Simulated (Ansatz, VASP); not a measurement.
## One calculation of SnSe2, two programs

```
Sn Se
1.0
     3.50612    0.00000    0.00000
    -1.75306    3.03639    0.00000
     0.00000    0.00000    6.13700
Sn Se
1 2
Direct
  0.00000 0.00000 0.00000
  0.33333 0.66667 0.25000
  0.66667 0.33333 0.75000
```

Change from the starting cell: strain -0.080 along x and y, +0.000 along z, atoms carried along.

Alike in both runs: task single point; functional PBE; dispersion D3(BJ); k mesh 9 × 9 × 6; occupations gaussian, width 0.05 eV; no spin polarisation.

|  | VASP | Ansatz |
| --- | --- | --- |
| version | VASP 6.6.1 | Ansatz 0.2.0 |
| potentials or method | VASP PAW PBE potentials, release 64 (Sn_d, Se), cutoff 520 eV | scalar-relativistic, plane waves, PAW |
| valence electrons in the cell | 26 | 46 |

```csv
,VASP,Ansatz,Ansatz less VASP
gap on the k mesh at the Fermi level (eV),0.62,0.63,+0.006
least direct gap on the mesh (eV),1.40,1.41,+0.006
pressure (GPa),22.1,21.9,-0.21
"traceless stress, the component that is largest in VASP (GPa)",-3.85,-3.88,-0.035
rms of the force components (eV/Å),1.132,1.116,-0.0159
```

Atom by atom the forces differ by 0.016 eV/Å (rms over components). VASP's potentials hold 26 valence electrons a cell and Ansatz's 46, so a difference there can come from the potentials and not from the codes.
